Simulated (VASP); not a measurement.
Si: single point with HSE06

The system is Si.

```
CELL_PARAMETERS angstrom
2.70133 0.00000 0.00000
-1.35067 2.33942 0.00000
0.00000 0.00000 4.55350
ATOMIC_POSITIONS crystal
Si 0.33333 0.66667 0.25000
Si 0.66667 0.33333 0.75000
```

This isn't the form of Si at room conditions, which is diamond.

```json
{
  "Program": "VASP 6.6.1",
  "Task": "single point",
  "Functional": "HSE06",
  "Potentials or basis": "VASP PAW PBE potentials, release 64 (Si)",
  "Cutoff": "520 eV",
  "k mesh": "7 × 7 × 4",
  "Occupations": "fermi-dirac, width 0.1 eV",
  "Spin": "no spin polarisation",
  "Dipole correction": "no",
  "Grid for exact exchange (PRECFOCK)": "Normal",
  "Further INCAR settings": "ALGO = Normal; EDIFF = 1e-06; NBANDS = 11",
  "Share of exact exchange": "0.25",
  "Screening parameter": "0.2079 1/Å"
}
```

- Pressure: -1.7 GPa
- Band gap on the k mesh: zero (bands 4 and 5 overlap by 12.45 eV)

Stress tensor (GPa, compression positive):
```
-1.95  0.00  0.00
 0.00 -1.95  0.00
 0.00  0.00 -1.21
```

Levels at points of the mesh, in eV from the Fermi level:
| k point | band 1 | band 2 | band 3 | band 4 | band 5 | band 6 | band 7 | band 8 |
| --- | --- | --- | --- | --- | --- | --- | --- | --- |
| (0.00, 0.00, 0.00) | -16.60 | -9.40 | -8.32 | 9.45 | 9.45 | 10.83 | 10.83 | 11.44 |
| (0.00, 0.00, 0.50) | -14.67 | -14.67 | 0.64 | 0.64 | 10.86 | 10.86 | 10.86 | 10.86 |

It took 16 min on 1 thread of Intel Xeon 8259CL, with other jobs on the host, peak memory 0.25 GiB.

Caveat: the k points lie up to 0.38 Å⁻¹ apart, too coarse for converged energies and pressures of a metal; the PAW data sets were made with another functional, which shifts forces and pressure a little.
